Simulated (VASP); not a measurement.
# AlN in VASP: further runs, part 3 of 3

VASP 6.6.1.

## 4. Single point, PBE

This run uses another cell than the first one, of 10.46 Å³/atom, 1.105 times its volume.

Input file INCAR:

```
SYSTEM = AlN
PREC     = Accurate       ! precision mode
ENCUT    = 520            ! plane-wave cutoff, eV
EDIFF    = 1E-6           ! SCF threshold, eV
ISMEAR   = 0              ! smearing method
SIGMA    = 0.05           ! smearing width, eV
LREAL    = .FALSE.        ! projectors in reciprocal space
LASPH    = .TRUE.         ! aspherical terms in the spheres
NELM     = 80             ! most SCF steps
ALGO     = Normal         ! electronic algorithm
ISIF     = 2              ! what is computed and relaxed
LWAVE    = .FALSE.        ! write WAVECAR
LCHARG   = .FALSE.        ! write CHGCAR
GGA      = PE             ! functional
NBANDS   = 16             ! bands
```

Input file KPOINTS:

```
regular mesh
0
G
  9 9 6
  0 0 0
```

Input file POSCAR:

```
AlN
1.0
    3.3688144457      0.0000000000      0.0000000000
   -1.6844072228      2.9174788906      0.0000000000
    0.0000000000      0.0000000000      4.2575229987
Al N
2 2
Direct
    0.3333333333      0.6666666667      0.7500000000
    0.6666666667      0.3333333333      0.2500000000
    0.3333333333      0.6666666667      0.2500000000
    0.6666666667      0.3333333333      0.7500000000
```

Potentials or basis: VASP PAW PBE potentials, release 64 (Al, N).

The run is started by

```console
cat potpaw_PBE.64/Al/POTCAR potpaw_PBE.64/N/POTCAR > POTCAR
mpirun -np 1 vasp_std > vasp.out
```

OUTCAR:

```text
SYSTEM = AlN
   PREC = Accurate
   ENCUT = 520
   EDIFF = 1E-6
   ISMEAR = 0
   LREAL = .FALSE.
   LASPH = .TRUE.
   NELM = 80
   ISIF = 2
   GGA = PE

 ion  position               nearest neighbor table
   1  0.333  0.667  0.750-   4 1.94   4 1.94   4 1.94   3 2.13   3 2.13   2 2.88   2 2.88   2 2.88
                             2 2.88   2 2.88   2 2.88
   2  0.667  0.333  0.250-   3 1.94   3 1.94   3 1.94   4 2.13   4 2.13   1 2.88   1 2.88   1 2.88
                             1 2.88   1 2.88   1 2.88
   3  0.333  0.667  0.250-   2 1.94   2 1.94   2 1.94   1 2.13   1 2.13
   4  0.667  0.333  0.750-   1 1.94   1 1.94   1 1.94   2 2.13   2 2.13

  LATTYP: Found a hexagonal cell.
 ALAT       =     3.3688144457
 C/A-ratio  =     1.2638045423

  Lattice vectors:

 A1 = (   3.3688144457,   0.0000000000,   0.0000000000)
 A2 = (  -1.6844072228,   2.9174788906,   0.0000000000)
 A3 = (   0.0000000000,   0.0000000000,   4.2575229987)

Analysis of symmetry for initial positions (statically):
=====================================================================
 Subroutine PRICEL returns:
 Original cell was already a primitive cell.

 Routine SETGRP: Setting up the symmetry group for a
 hexagonal supercell.

 Subroutine GETGRP returns: Found 24 space group operations
 (whereof 12 operations were pure point group operations)
 out of a pool of 24 trial point group operations.

The static configuration has the point symmetry D_3d.
 The point group associated with its full space group is D_6h.

Analysis of symmetry for dynamics (positions and initial velocities):
=====================================================================
 Subroutine PRICEL returns:
 Original cell was already a primitive cell.

 Routine SETGRP: Setting up the symmetry group for a
 hexagonal supercell.

 Subroutine GETGRP returns: Found 24 space group operations
 (whereof 12 operations were pure point group operations)
 out of a pool of 24 trial point group operations.

[... 121 lines left out ...]
   EFERMI_NEDOS =   21; number of points for ismear=-14 and -15
   IALGO  =     38    algorithm
   IMIX   =      4    mixing-type and parameters
     AMIX     =   0.40;   BMIX     =  1.00
     AMIX_MAG =   1.60;   BMIX_MAG =  1.00
  volume/ion in A,a.u.               =      10.46        70.60
  Fermi-wavevector in a.u.,A,eV,Ry     =   1.188231  2.245431 19.209970  1.411893
  Thomas-Fermi vector in A             =   2.324365
   LORBIT       =      0    0 simple, 1 ext, 2 COOP (PROOUT), +10 PAW based schemes
   GGA     = PE    functional components
   LHFCALC =     F    Hartree Fock is set to
   AEXX    =    0.0000 exact exchange contribution
   IVDW    =     0    specifies the selected vdW correction
   LEPSILON=     F    determine dielectric tensor
   LRPA    =     F    only Hartree local field effects (RPA)
 non-spin polarized calculation
 Gauss-broadening in eV      SIGMA  =   0.05
  energy-cutoff  :      520.00
  volume of cell :       41.84
 maximum number of plane-waves:      1144
 NGX is ok and might be reduce to    28

 number of electron      15.9999997 magnetization

 Free energy of the ion-electron system (eV)
  ---------------------------------------------------
  ext. energy  EPLUGINS =         0.00000000
  ---------------------------------------------------
  free energy    TOTEN  =       -29.25628697 eV

  energy without entropy =      -29.25628697  energy(sigma->0) =      -29.25628697

 E-fermi :   7.6388     XC(G=0): -10.9396

 val. band max:        7.3899516689   @ k =   0.0000   0.0000   0.0000
 cond. band min:      10.2790551041   @ k =   0.0000   0.0000   0.0000
 fundamental gap:      2.8891034352
 Fermi energy:         7.6387793714

 k-point     1 :       0.0000    0.0000    0.0000
  band No.  band energies     occupation
      1      -9.0043      2.00000
      2      -5.6255      2.00000
      3       0.8366      2.00000
      4       4.2656      2.00000
      5       4.2656      2.00000
      6       5.8772      2.00000
[... 433 lines left out ...]
      3       1.1856      2.00000
      4       1.9974      2.00000
      5       1.9974      2.00000
      6       4.5142      2.00000
[... 8 lines left out ...]
     15      18.3810      0.00000
     16      19.8676      0.00000

 [... further k-points ...]
[... 5 lines left out ...]
  --------------------------------------------------------------------------------------
  -------------------------------------------------------------------------------------
  Total       -2.6478835     -2.6478835     -2.1280963     -0.0000000     -0.0000000      0.0000000
  in kB     -101.3835859   -101.3835859    -81.4816926     -0.0000000     -0.0000000      0.0000000
  external PRESSURE =     -94.7496214 kB  Pullay stress =       0.0000000 kB

 VOLUME and BASIS-vectors are now :
 -----------------------------------------------------------------------------
  energy-cutoff  :      520.00
  volume of cell :       41.84
      direct lattice vectors                 reciprocal lattice vectors
     3.368814446  0.000000000  0.000000000     0.296840332  0.171380846  0.000000000
    -1.684407223  2.917478891  0.000000000     0.000000000  0.342761692  0.000000000
     0.000000000  0.000000000  4.257522999     0.000000000  0.000000000  0.234878355

 POSITION                                       TOTAL-FORCE (eV/Angst)
 -----------------------------------------------------------------------------------
     -0.00000      1.94499      3.19314         0.000000     -0.000000      0.000000
      1.68441      0.97249      1.06438         0.000000     -0.000000      0.000000
     -0.00000      1.94499      1.06438         0.000000     -0.000000      0.000000
      1.68441      0.97249      3.19314        -0.000000      0.000000      0.000000
 -----------------------------------------------------------------------------------
    total drift:                                0.000000     -0.000000      0.000000

  FREE ENERGIE OF THE ION-ELECTRON SYSTEM (eV)
  ---------------------------------------------------
  free  energy   TOTEN  =       -29.2562869687 eV

  energy  without entropy=      -29.2562869687  energy(sigma->0) =      -29.25628697
```

OSZICAR:

```text
N       E                     dE             d eps       ncg     rms          rms(c)
DAV:   1     0.421856330998E+02    0.42186E+02   -0.71947E+03  1544   0.892E+02
DAV:   2    -0.300722406192E+02   -0.72258E+02   -0.66125E+02  2240   0.186E+02
DAV:   3    -0.335666483908E+02   -0.34944E+01   -0.34822E+01  1912   0.416E+01
DAV:   4    -0.335888745636E+02   -0.22226E-01   -0.22224E-01  1808   0.378E+00
DAV:   5    -0.335891770600E+02   -0.30250E-03   -0.30249E-03  1856   0.445E-01    0.114E+01
DAV:   6    -0.292638627435E+02    0.43253E+01   -0.91547E+00  1992   0.224E+01    0.376E+00
DAV:   7    -0.292768273926E+02   -0.12965E-01   -0.66234E-01  1688   0.564E+00    0.277E+00
DAV:   8    -0.292648100019E+02    0.12017E-01   -0.91403E-02  1648   0.264E+00    0.930E-01
DAV:   9    -0.292557702181E+02    0.90398E-02   -0.17936E-02  1896   0.107E+00    0.294E-01
DAV:  10    -0.292563932025E+02   -0.62298E-03   -0.33980E-03  1776   0.380E-01    0.165E-01
DAV:  11    -0.292562853954E+02    0.10781E-03   -0.20666E-04  1824   0.115E-01    0.472E-02
DAV:  12    -0.292562875610E+02   -0.21656E-05   -0.17196E-05  1664   0.325E-02    0.857E-03
DAV:  13    -0.292562869687E+02    0.59231E-06   -0.64266E-06  1888   0.189E-02
   1 F= -.29256287E+02 E0= -.29256287E+02  d E =-.101855E-14
```

Wall time 41 s (1 thread of AMD EPYC 7R43 (Zen 3), shared host); peak memory 0.13 GiB.

Results:

* Free energy: -29.2563 eV
* Pressure: -9.5 GPa
* Band gap on the k mesh: 2.89 eV, direct

Stress tensor (GPa, compression positive):
```
-10.14   0.00   0.00
  0.00 -10.14   0.00
  0.00   0.00  -8.15
```

Levels at points of the mesh, in eV from the valence-band top:
```
           k point  band 5  band 6  band 7  band 8  band 9  band 10  band 11  band 12
(0.00, 0.00, 0.00)   -3.12   -1.51   -1.51    0.00    2.89     4.00     7.97     7.97
(0.00, 0.00, 0.50)   -2.36   -2.36   -2.36   -2.36    5.34     5.34     8.19     8.19
```

## 5. Single point, PBE

This run uses another cell than the first one, of 10.72 Å³/atom, 1.133 times its volume.

Input file INCAR:

```
SYSTEM = AlN
PREC = Accurate ; ENCUT = 520
EDIFF = 1E-6 ; ISMEAR = 0
SIGMA = 0.05 ; LREAL = .FALSE.
LASPH = .TRUE. ; NELM = 80
ALGO = Normal ; ISIF = 2
LWAVE = .FALSE. ; LCHARG = .FALSE.
GGA = PE ; NBANDS = 16
```

Input file KPOINTS:

```
Automatic mesh
0
G
  9 9 6
  0 0 0
```

Input file POSCAR:

```
AlN
1.0
    3.3963163242      0.0000000000      0.0000000000
   -1.6981581621      2.9412962160      0.0000000000
    0.0000000000      0.0000000000      4.2922799977
Al N
2 2
Direct
    0.3333333333      0.6666666667      0.7576365105
    0.6666666667      0.3333333333      0.2576365105
    0.3333333333      0.6666666667      0.2352898692
    0.6666666667      0.3333333333      0.7352898692
```

The run is started by

```console
cat potpaw_PBE.64/Al/POTCAR potpaw_PBE.64/N/POTCAR > POTCAR
mpirun -np 1 vasp_std > vasp.out
```

Wall time 45 s (1 thread of AMD EPYC 7R43 (Zen 3), shared host); peak memory 0.14 GiB.

The run converged. Its results:

* Free energy: -29.1818 eV
* Pressure: -12.8 GPa
* Largest force: 0.028 eV/Å
* Band gap on the k mesh: 2.75 eV, direct

Forces in eV/Å, atoms in the order of the input:
```
Al   0.000  0.000 -0.028
Al   0.000  0.000 -0.028
N    0.000  0.000  0.028
N    0.000  0.000  0.028
```

Stress tensor (GPa, compression positive):
```
-14.68   0.00   0.00
  0.00 -14.68   0.00
  0.00   0.00  -8.97
```

Levels at points of the mesh, in eV from the valence-band top:
```tsv
k point	band 6	band 7	band 8	band 9	band 10	band 11
(0.00, 0.00, 0.00)	-1.42	-1.42	0.00	2.75	3.83	7.90
(0.00, 0.00, 0.50)	-2.25	-2.25	-2.25	5.19	5.19	8.12
```

## 6. Single point, PBE

This run uses another cell than the first one, of 10.72 Å³/atom, 1.133 times its volume.

Input file INCAR:

```
PREC = Accurate
ENCUT = 520
EDIFF = 1E-7
ISMEAR = 0
SIGMA = 0.05
LREAL = False
LASPH = True
NELM = 100
ALGO = Normal
ISIF = 2
LWAVE = False
LCHARG = False
GGA = PE
NBANDS = 16
```

Input file KPOINTS:

```
Automatic mesh
0
Gamma
  9 9 6
```

Input file POSCAR:

```
AlN
1.0
    3.3963163242      0.0000000000      0.0000000000
   -1.6981581621      2.9412962160      0.0000000000
    0.0000000000      0.0000000000      4.2922799977
Al N
2 2
Direct
    0.3333333333      0.6666666667      0.7500000000
    0.6666666667      0.3333333333      0.2500000000
    0.3333333333      0.6666666667      0.2500000000
    0.6666666667      0.3333333333      0.7500000000
```

Potentials or basis: VASP PAW PBE potentials, release 64 (Al, N).

The run is started by

```console
cat potpaw_PBE.64/Al/POTCAR potpaw_PBE.64/N/POTCAR > POTCAR
mpirun -np 1 vasp_std > vasp.out
```

Wall time 30 s (1 thread of AMD EPYC 9R45 (Zen 5), shared host); peak memory 0.13 GiB.

Results (log left out):

* Free energy: -29.1827 eV
* Pressure: -13.4 GPa
* Band gap on the k mesh: 2.70 eV, direct

Stress tensor (GPa, compression positive):
```
-14.32   0.00   0.00
  0.00 -14.32   0.00
  0.00   0.00 -11.54
```

Levels at points of the mesh, in eV from the valence-band top:
| k point | band 5 | band 6 | band 7 | band 8 | band 9 | band 10 | band 11 | band 12 |
| --- | --- | --- | --- | --- | --- | --- | --- | --- |
| (0.00, 0.00, 0.00) | -3.06 | -1.47 | -1.47 | 0.00 | 2.70 | 3.80 | 7.85 | 7.85 |
| (0.00, 0.00, 0.50) | -2.30 | -2.30 | -2.30 | -2.30 | 5.18 | 5.18 | 8.07 | 8.07 |

## 7. The runs side by side

| cell | gap on the mesh (eV) | pressure (GPa) |
| --- | --- | --- |
| a = 3.258, b = 3.258, c = 4.118 Å, angles 90.0, 90.0, 120.0°, 4 atoms | 3.64 | 11.4 |
| a = 3.369, b = 3.369, c = 4.258 Å, angles 90.0, 90.0, 120.0°, 4 atoms | 2.89 | -9.5 |
| a = 3.396, b = 3.396, c = 4.292 Å, angles 90.0, 90.0, 120.0°, 4 atoms | 2.70 | -13.4 |

Some of these runs hold the atoms at other places in the same cell, which the table doesn't show; runs alike in all that it shows share one row.

Alike in all rows: task single point; level PBE; potentials or basis VASP PAW PBE potentials, release 64 (Al, N); no spin polarisation; k mesh 9 × 9 × 6; cutoff (eV) 520; smearing gaussian 0.05 eV.

Total energies depend on the potentials used, so only differences within one code and one set of settings carry meaning.
